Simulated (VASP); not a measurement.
Write the native input for VASP 6.6.1 that does the following.

- Task: relaxation of cell and atoms
- Functional: PBE
- Potentials or basis: VASP PAW PBE potentials, release 64 (Zn, S)
- Cutoff: 600 eV
- k mesh: 10 × 10 × 10
- Occupations: gaussian, width 0.01 eV
- Spin: no spin polarisation
- Dipole correction: no
- Further INCAR settings: ALGO = Normal; EDIFF = 1e-06; IBRION = 2; EDIFFG = -0.001; NSW = 80; ISIF = 3

The structure of ZnS lies in POSCAR:

```
ZnS
1.0
    0.0000000000      2.7215639855      2.7215639855
    2.7215639855      0.0000000000      2.7215639855
    2.7215639855      2.7215639855      0.0000000000
Zn S
1 1
Direct
    0.0000000000      0.0000000000      0.0000000000
    0.7500000000      0.7500000000      0.7500000000
```

The input as run:

INCAR

```
SYSTEM = ZnS
PREC = Accurate ; ENCUT = 600
EDIFF = 1E-6 ; ISMEAR = 0
SIGMA = 0.01 ; LREAL = .False.
LASPH = .True. ; NELM = 100
ALGO = Normal ; ISIF = 3
LWAVE = .False. ; LCHARG = .False.
GGA = PE ; IBRION = 2
NSW = 80 ; EDIFFG = -0.001
```

KPOINTS

```
regular mesh
0
Gamma
  10 10 10
  0 0 0
```

Potentials or basis: VASP PAW PBE potentials, release 64 (Zn, S).

Command:

```sh
$ cat potpaw_PBE.64/Zn/POTCAR potpaw_PBE.64/S/POTCAR > POTCAR
$ mpirun -np 1 vasp_std > vasp.out
```

Results of the run:

```yaml
Relaxed_volume: 20.21 Å³/atom
Relaxed_cell: a = 3.852 Å, b = 3.852 Å, c = 3.852 Å, α = 60.00°, β = 60.00°, γ = 60.00°
Space_group_after_relaxing_to_0.05_Å: F-43m (No. 216)
Energy_gained_by_relaxing: 0.0 meV/atom
Ionic_steps: 5
Pressure_after_relaxing: 0.0 GPa
Band_gap_on_the_k_mesh: 2.01 eV, direct
```

Run time: 49 s on 1 thread of Intel(R) Xeon(R) Platinum 8488C (Sapphire Rapids), on a shared host, peak memory 0.19 GiB.
